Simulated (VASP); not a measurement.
Here is a VASP 6.6.1 calculation.

The input POSCAR:

```
BP
1.0
    0.0000000000      2.2682629510      2.2682629510
    2.2682629510      0.0000000000      2.2682629510
    2.2682629510      2.2682629510      0.0000000000
B P
1 1
Direct
    0.0000000000      0.0000000000      0.0000000000
    0.2500000000      0.2500000000      0.2500000000
```

INCAR.step1

```
SYSTEM = BP
  ALGO = Normal
  EDIFF = 1E-5
  ENCUT = 550
  GGA = PE
  GGA_COMPAT = .False.
  ISMEAR = 0
  LASPH = .True.
  LCHARG = .False.
  LREAL = .False.
  LWAVE = .True.
  NBANDS = 11
  NELM = 120
  PREC = Accurate
  SIGMA = 0.02
```

Contents of INCAR.step2:

```
SYSTEM = BP
  ALGO = Normal
  EDIFF = 1E-6
  ENCUT = 550
  GGA_COMPAT = .False.
  ISIF = 2
  ISMEAR = 0
  ISTART = 1
  LASPH = .True.
  LCHARG = .False.
  LMIXTAU = .True.
  LREAL = .False.
  LWAVE = .False.
  METAGGA = R2SCAN
  NBANDS = 11
  NELM = 120
  PREC = Accurate
  SIGMA = 0.02
```

Contents of KPOINTS:

```
k-points
0
Gamma
  10 10 10
  0 0 0
```

Potentials or basis: VASP PAW PBE potentials, release 64 (B, P).

Launch:

```console
$ cat potpaw_PBE.64/B/POTCAR potpaw_PBE.64/P/POTCAR > POTCAR
$ cp INCAR.step1 INCAR
$ mpirun -np 1 vasp_std > vasp.out
$ cp INCAR.step2 INCAR
$ mpirun -np 1 vasp_std > vasp.out
```

Problem. Estimate the pressure.

Solution. -0.5 GPa.

Problem. What does it give for the band gap on the k mesh?

Solution. 1.45 eV, indirect (least direct gap 3.64 eV).

Caveat: the PAW data sets were made with another functional, which shifts forces and pressure a little. A k mesh can miss the band edges.
